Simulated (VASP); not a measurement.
# HfSiO4 (I4_1/amd) in VASP: relaxation of cell and atoms with PBE

Aim: the relaxation of cell and atoms of HfSiO4 with PBE.

All numbers are computed with VASP 6.6.1; they aren't measurements. Logs are shortened: lines on timing, memory, paths and dates and some standing lists are left out, and cuts for length are marked.

### Step 1. The cell of the first run

It takes space group I4_1/amd (No. 141, tetragonal). The conventional cell has a = 6.572 Å, b = 6.572 Å, c = 5.963 Å, α = 90.00°, β = 90.00°, γ = 90.00°. Within 2.8 Å of Hf (site symmetry -4m2) lie 8 O at 2.11 to 2.26 Å. Si (site symmetry -4m2) has 4 O at 1.62 Å within 2.2 Å. O (site symmetry m) has 1 Si at 1.62 Å and 2 Hf at 2.11 to 2.26 Å within 2.3 Å.

### Step 2. Relaxation of cell and atoms, PBE

INCAR reads:

```
SYSTEM = HfSiO4
PREC = Accurate ; ENCUT = 600
EDIFF = 1E-6 ; ISMEAR = -1
SIGMA = 0.02 ; LREAL = .FALSE.
LASPH = .TRUE. ; NELM = 60
ALGO = Normal ; ISIF = 3
LWAVE = .FALSE. ; LCHARG = .FALSE.
GGA = PE ; IBRION = 2
NSW = 80 ; EDIFFG = -0.005
```

KPOINTS reads:

```
regular mesh
0
G
  6 6 6
  0 0 0
```

POSCAR reads:

```
HfSiO4
1.0
   -3.2862500000      3.2862500000      2.9816000000
    3.2862500000     -3.2862500000      2.9816000000
    3.2862500000      3.2862500000     -2.9816000000
Hf Si O
2 2 8
Direct
    0.7500000000      0.2500000000      0.5000000000
    0.0000000000      0.0000000000      0.0000000000
    0.2500000000      0.7500000000      0.5000000000
    0.5000000000      0.5000000000      0.0000000000
    0.1353000000      0.3198000000      0.8155000000
    0.0698000000      0.7543000000      0.6845000000
    0.5043000000      0.3198000000      0.1845000000
    0.0698000000      0.3853000000      0.3155000000
    0.6147000000      0.9302000000      0.6845000000
    0.6802000000      0.8647000000      0.1845000000
    0.2457000000      0.9302000000      0.3155000000
    0.6802000000      0.4957000000      0.8155000000
```

Potentials or basis: VASP PAW PBE potentials, release 64 (Hf_pv, Si, O).

The run is started by

```
cat potpaw_PBE.64/Hf_pv/POTCAR potpaw_PBE.64/Si/POTCAR potpaw_PBE.64/O/POTCAR > POTCAR
mpirun -np 1 vasp_std > vasp.out
```

OUTCAR:

```text
SYSTEM = HfSiO4
   PREC = Accurate
   ENCUT = 600
   EDIFF = 1E-6
   ISMEAR = -1
   LREAL = .FALSE.
   LASPH = .TRUE.
   NELM = 60
   ISIF = 3
   GGA = PE
   IBRION = 2
   NSW = 80
   EDIFFG = -0.005

 ion  position               nearest neighbor table
   1  0.750  0.250  0.500-   5 2.11   7 2.11  10 2.11  12 2.11   9 2.26   6 2.26   8 2.26  11 2.26
                             3 2.98   3 2.98   2 3.61   2 3.61   2 3.61   2 3.61
   2  0.000  0.000  0.000-   6 2.11   8 2.11   9 2.11  11 2.11   7 2.26  10 2.26   5 2.26  12 2.26
                             4 2.98   4 2.98   1 3.61   1 3.61   1 3.61   1 3.61
   3  0.250  0.750  0.500-   6 1.62   8 1.62   9 1.62  11 1.62   1 2.98   1 2.98
   4  0.500  0.500  0.000-   5 1.62   7 1.62  10 1.62  12 1.62   2 2.98   2 2.98
   5  0.135  0.320  0.816-   4 1.62   1 2.11   2 2.26
   6  0.070  0.754  0.684-   3 1.62   2 2.11   1 2.26
   7  0.504  0.320  0.184-   4 1.62   1 2.11   2 2.26
   8  0.070  0.385  0.316-   3 1.62   2 2.11   1 2.26
   9  0.615  0.930  0.684-   3 1.62   2 2.11   1 2.26
  10  0.680  0.865  0.184-   4 1.62   1 2.11   2 2.26
  11  0.246  0.930  0.316-   3 1.62   2 2.11   1 2.26
  12  0.680  0.496  0.816-   4 1.62   1 2.11   2 2.26

  LATTYP: Found a body centered tetragonal cell.
 ALAT       =     6.5725000000
 C/A-ratio  =     0.9072955496

  Lattice vectors:

 A1 = (  -3.2862500000,   3.2862500000,   2.9816000000)
 A2 = (   3.2862500000,  -3.2862500000,   2.9816000000)
 A3 = (   3.2862500000,   3.2862500000,  -2.9816000000)

Analysis of symmetry for initial positions (statically):
=====================================================================
 Subroutine PRICEL returns:
 Original cell was already a primitive cell.

 Routine SETGRP: Setting up the symmetry group for a
 body centered tetragonal supercell.

 Subroutine GETGRP returns: Found 16 space group operations
 (whereof  8 operations were pure point group operations)
 out of a pool of 16 trial point group operations.

The static configuration has the point symmetry D_2d.
 The point group associated with its full space group is D_4h.

Analysis of symmetry for dynamics (positions and initial velocities):
=====================================================================
 Subroutine PRICEL returns:
 Original cell was already a primitive cell.

 Routine SETGRP: Setting up the symmetry group for a
 body centered tetragonal supercell.

 Subroutine GETGRP returns: Found 16 space group operations
 (whereof  8 operations were pure point group operations)
 out of a pool of 16 trial point group operations.

The dynamic configuration has the point symmetry D_2d.
 The point group associated with its full space group is D_4h.

 Subroutine INISYM returns: Found 16 space group operations
 (whereof  8 operations are pure point group operations),
 and found     1 'primitive' translations

----------------------------------------------------------------------------------------

                                     Primitive cell

  volume of cell :     128.7984

  direct lattice vectors                    reciprocal lattice vectors
    -3.286250000  3.286250000  2.981600000     0.000000000  0.152149106  0.167695197
     3.286250000 -3.286250000  2.981600000     0.152149106  0.000000000  0.167695197
     3.286250000  3.286250000 -2.981600000     0.152149106  0.152149106  0.000000000

  length of vectors
     5.521667926  5.521667926  5.521667926     0.226431070  0.226431070  0.215171329

  position of ions in fractional coordinates (direct lattice)
     0.750000000  0.250000000  0.500000000
     0.000000000  0.000000000  0.000000000
     0.250000000  0.750000000  0.500000000
     0.500000000  0.500000000  0.000000000
     0.135300000  0.319800000  0.815500000
     0.069800000  0.754300000  0.684500000
     0.504300000  0.319800000  0.184500000
     0.069800000  0.385300000  0.315500000
     0.614700000  0.930200000  0.684500000
     0.680200000  0.864700000  0.184500000
     0.245700000  0.930200000  0.315500000
     0.680200000  0.495700000  0.815500000

  ion indices of the primitive-cell ions
   primitive index   ion index
                 1           1
                 2           2
                 3           3
                 4           4
                 5           5
                 6           6
                 7           7
                 8           8
                 9           9
                10          10
                11          11
                12          12

----------------------------------------------------------------------------------------

 KPOINTS: regular mesh

Automatic generation of k-mesh.
 Grid dimensions read from file:
 generate k-points for:    6    6    6

 Generating k-lattice:

  Cartesian coordinates                     Fractional coordinates (reciprocal lattice)
     0.000000000  0.025358184  0.027949200     0.166666667  0.000000000  0.000000000
     0.025358184  0.000000000  0.027949200     0.000000000  0.166666667  0.000000000
     0.025358184  0.025358184  0.000000000     0.000000000  0.000000000  0.166666667

  Length of vectors
     0.037738512  0.037738512  0.035861888

  Shift w.r.t. Gamma in fractional coordinates (k-lattice)
     0.000000000  0.000000000  0.000000000

 Subroutine IBZKPT returns following result:
 ===========================================

 Found     30 irreducible k-points:

 Following reciprocal coordinates:
            Coordinates               Weight
  0.000000  0.000000  0.000000      1.000000
  0.166667  0.000000  0.000000      8.000000
  0.333333 -0.000000  0.000000      8.000000
  0.500000  0.000000  0.000000      4.000000
  0.166667  0.166667 -0.000000      8.000000
  0.333333  0.166667  0.000000     16.000000
[... 16 lines left out ...]
 -0.333333 -0.333333  0.166667      8.000000
 -0.166667 -0.333333  0.166667      8.000000
 [... further k-points ...]
   k-points           NKPTS =     30   k-points in BZ     NKDIM =     30   number of bands    NBANDS=     45
   number of dos      NEDOS =    301   number of ions     NIONS =     12
   total plane-waves  NPLWV = 110592
   dimension x,y,z NGX =    48 NGY =   48 NGZ =   48
   dimension x,y,z NGXF=    96 NGYF=   96 NGZF=   96
   ions per type =               2   2   8
   NGX,Y,Z   is equivalent  to a cutoff of  14.45, 14.45, 14.45 a.u.
   NGXF,Y,Z  is equivalent  to a cutoff of  28.90, 28.90, 28.90 a.u.
 SYSTEM =  HfSiO4
   PREC   = accura    normal or accurate (medium, high low for compatibility)
   ISTART =      0    job   : 0-new  1-cont  2-samecut
   ICHARG =      2    charge: 1-file 2-atom 10-const
   ISPIN  =      1    spin polarized calculation?
   LNONCOLLINEAR =      F non collinear calculations
   LSORBIT =      F    spin-orbit coupling
   LASPH  =      T    aspherical Exc in radial PAW
   ENCUT  =  600.0 eV  44.10 Ry    6.64 a.u.  11.03 11.03 11.03*2*pi/ulx,y,z
   NELM   =     60;   NELMIN=  2; NELMDL= -5     # of ELM steps
   EDIFF  = 0.1E-05   stopping-criterion for ELM
   LREAL  =      F    real-space projection
   EDIFFG = -.5E-02   stopping-criterion for IOM
   NSW    =     80    number of steps for IOM
   IBRION =      2    ionic relax: 0-MD 1-quasi-New 2-CG
   NFREE  =      1    steps in history (QN), initial steepest desc. (CG)
   ISIF   =      3    stress and relaxation
   ISYM   =      2    0-nonsym 1-usesym 2-fastsym
   POTIM  = 0.5000    time-step for ionic-motion
   TEBEG  =    0.0;   TEEND  =   0.0 temperature during run
   PSTRESS=    0.0 pullay stress
   NELECT =      76.0000    total number of electrons
   NUPDOWN=      -1.0000    fix difference up-down
   EMIN   =  10.00;   EMAX   =-10.00  energy-range for DOS
   EFERMI =   0.00;   METHOD = LEGACY
   ISMEAR =    -1;   SIGMA  =   0.02  broadening in eV -4-tet -1-fermi 0-gaus
   EFERMI_NEDOS =   21; number of points for ismear=-14 and -15
   IALGO  =     38    algorithm
   IMIX   =      4    mixing-type and parameters
     AMIX     =   0.40;   BMIX     =  1.00
     AMIX_MAG =   1.60;   BMIX_MAG =  1.00
  volume/ion in A,a.u.               =      10.73        72.43
  Fermi-wavevector in a.u.,A,eV,Ry     =   1.373122  2.594825 25.653301  1.885464
  Thomas-Fermi vector in A             =   2.498668
   LORBIT       =      0    0 simple, 1 ext, 2 COOP (PROOUT), +10 PAW based schemes
   GGA     = PE    functional components
   LHFCALC =     F    Hartree Fock is set to
   AEXX    =    0.0000 exact exchange contribution
   IVDW    =     0    specifies the selected vdW correction
   LEPSILON=     F    determine dielectric tensor
   LRPA    =     F    only Hartree local field effects (RPA)
 conjugate gradient relaxation of ions
 non-spin polarized calculation
  energy-cutoff  :      600.00
  volume of cell :      128.80
 maximum number of plane-waves:      4324
 NGX is ok and might be reduce to    48
   NGX = 23   NGY = 23   NGZ = 23

--------------------------------------- Ionic step        1  -------------------------------------------

 number of electron      76.0000006 magnetization

 Free energy of the ion-electron system (eV)
  ---------------------------------------------------
  ext. energy  EPLUGINS =         0.00000000
  ---------------------------------------------------
  free energy    TOTEN  =      -108.62496751 eV

  energy without entropy =     -108.62496751  energy(sigma->0) =     -108.62496751

------------------------ aborting loop because EDIFF is reached ----------------------------------------

  FORCE on cell =-STRESS in cart. coord.  units (eV):
  Direction    XX          YY          ZZ          XY          YZ          ZX
  --------------------------------------------------------------------------------------
  -------------------------------------------------------------------------------------
  Total        4.1326860      4.1326860      5.0449317      0.0000000      0.0000000      0.0000000
  in kB       51.4082025     51.4082025     62.7560069      0.0000000      0.0000000      0.0000000
  external PRESSURE =      55.1908039 kB  Pullay stress =       0.0000000 kB
[... 353 lines left out ...]
  energy  without entropy=     -108.6839531105  energy(sigma->0) =     -108.68395311

--------------------------------------- Ionic step        9  -------------------------------------------

 number of electron      76.0000008 magnetization

 Free energy of the ion-electron system (eV)
  ---------------------------------------------------
  ext. energy  EPLUGINS =         0.00000000
  ---------------------------------------------------
  free energy    TOTEN  =      -108.68419129 eV

  energy without entropy =     -108.68419129  energy(sigma->0) =     -108.68419129

 E-fermi :   3.5998     XC(G=0): -10.9921

 val. band max:        3.1365478023   @ k =   0.0000   0.0000   0.0000
 cond. band min:       8.4811306463   @ k =   0.3333   0.3333   0.1667
 fundamental gap:      5.3445828440
 Fermi energy:         3.5998397138

 k-point     1 :       0.0000    0.0000    0.0000
  band No.  band energies     occupation
      1     -26.2522      2.00000
      2     -26.2522      2.00000
      3     -26.1861      2.00000
      4     -26.1763      2.00000
      5     -26.0875      2.00000
      6     -26.0875      2.00000
[... 1141 lines left out ...]
     44      10.2252      0.00000
     45      10.9016      0.00000

 [... further k-points ...]

------------------------ aborting loop because EDIFF is reached ----------------------------------------

  FORCE on cell =-STRESS in cart. coord.  units (eV):
  Direction    XX          YY          ZZ          XY          YZ          ZX
  --------------------------------------------------------------------------------------
  -------------------------------------------------------------------------------------
  Total        0.0205794      0.0205794      0.0004929      0.0000000     -0.0000000      0.0000000
  in kB        0.2507727      0.2507727      0.0060068      0.0000000     -0.0000000      0.0000000
  external PRESSURE =       0.1691840 kB  Pullay stress =       0.0000000 kB
[... 27 lines left out ...]
  FREE ENERGIE OF THE ION-ELECTRON SYSTEM (eV)
  ---------------------------------------------------
  free  energy   TOTEN  =      -108.6841912868 eV

  energy  without entropy=     -108.6841912868  energy(sigma->0) =     -108.68419129

 reached required accuracy - stopping structural energy minimisation
```

Run time: 10 min. Hardware: 1 thread of Intel Xeon 6975P-C (Granite Rapids), shared host; peak memory 0.45 GiB.

Results:

```
Free energy                           : -108.6842 eV
Relaxed volume                        : 10.96 Å³/atom
Relaxed cell                          : a = 5.560 Å, b = 5.560 Å, c = 5.560 Å, α = 106.95°, β = 106.95°, γ = 114.64°
Space group after relaxing (to 0.1 Å) : I4_1/amd (No. 141)
Energy gained by relaxing             : 4.9 meV/atom
Ionic steps                           : 9
Pressure after relaxing               : 0.0 GPa
Largest force after relaxing          : 0.004 eV/Å
Band gap on the k mesh                : 5.34 eV (least direct gap 5.68 eV)
```

Forces on the atoms (eV/Å):
```
Hf   0.000  0.000  0.000
Hf   0.000  0.000  0.000
Si   0.000  0.000  0.000
Si   0.000  0.000  0.000
O    0.000  0.003  0.003
O   -0.003  0.000  0.003
O    0.000 -0.003  0.003
O    0.003  0.000  0.003
O    0.000 -0.003 -0.003
O   -0.003  0.000 -0.003
O    0.000  0.003 -0.003
O    0.003  0.000 -0.003
```

The path:
| step | energy change (eV) | largest force (eV/Å) | pressure (GPa) | volume (Å³) |
| --- | --- | --- | --- | --- |
| 1 | 0.0000 | 0.5263 | 5.52 | 128.80 |
| 2 | 0.1524 | 1.1433 | -8.36 | 135.81 |
| 3 | -0.0567 | 0.1160 | 0.37 | 131.12 |
| 4 | -0.0567 | 0.1049 | 0.46 | 131.07 |
| 5 | -0.0582 | 0.0696 | -0.24 | 131.67 |
| 6 | -0.0585 | 0.0417 | -0.09 | 131.49 |
| 7 | -0.0585 | 0.0407 | -0.05 | 131.47 |
| 8 | -0.0590 | 0.0230 | -0.02 | 131.48 |
| 9 | -0.0592 | 0.0040 | 0.02 | 131.48 |

Final structure:
```cif
data_structure
_symmetry_space_group_name_H-M 'P 1'
_symmetry_Int_Tables_number 1
_cell_length_a 5.5597
_cell_length_b 5.5597
_cell_length_c 5.5597
_cell_angle_alpha 106.953
_cell_angle_beta 106.953
_cell_angle_gamma 114.635
_cell_volume 131.48
loop_
_atom_site_label
_atom_site_type_symbol
_atom_site_fract_x
_atom_site_fract_y
_atom_site_fract_z
_atom_site_occupancy
Hf1 Hf 0.75000 0.25000 0.50000 1
Hf2 Hf 0.00000 0.00000 0.00000 1
Si1 Si 0.25000 0.75000 0.50000 1
Si2 Si 0.50000 0.50000 0.00000 1
O1 O 0.13361 0.31837 0.81524 1
O2 O 0.06837 0.75313 0.68476 1
O3 O 0.50313 0.31837 0.18476 1
O4 O 0.06837 0.38361 0.31524 1
O5 O 0.61639 0.93163 0.68476 1
O6 O 0.68163 0.86639 0.18476 1
O7 O 0.24687 0.93163 0.31524 1
O8 O 0.68163 0.49687 0.81524 1
```

Caveat: spin-orbit coupling is left out, which moves the levels of the heavy elements. A hybrid or GW would open this gap; PBE tends to underestimate it.
